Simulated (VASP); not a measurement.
**AlNi: vibrations by perturbation theory with LDA**

Crystal: AlNi.

```
Ni Al
1.0
     2.88100    0.00000    0.00000
     0.00000    2.88100    0.00000
     0.00000    0.00000    2.88100
Ni Al
1 1
Direct
  0.50000 0.50000 0.50000
  0.00000 0.00000 0.00000
```

```yaml
Program: VASP 6.6.1
Task: vibrations by perturbation theory
Functional: LDA
Potentials_or_basis: VASP PAW LDA potentials, release 64 (Ni, Al)
Cutoff: 520 eV
k_mesh: 7 × 7 × 7
Occupations: fermi-dirac, width 0.05 eV
Spin: collinear spin, ferromagnetic start
Starting_moments: "[1.0, 0.0] μB"
Dipole_correction: no
Further_INCAR_settings: ALGO = Fast; EDIFF = 1e-08; IBRION = 8; NSW = 1
```

```
Net moment                                              : 0.00 μB per cell
Valence electrons inside the program's atomic spheres   : Ni 9.49; Al 0.81
Highest phonon frequency at Γ, LO-TO splitting left out : 278 cm⁻¹
```

Phonon frequencies in cm⁻¹ (negative: imaginary):
```tsv
q point	frequencies
(0.000, 0.000, 0.000)	0 0 0 278 278 278
```

Run time: 27 s on 1 thread of Intel(R) Xeon(R) 6975P-C (Granite Rapids), on a shared host, peak memory 0.18 GiB.

Caveat: the cell wasn't relaxed at this level first, which shifts response properties.
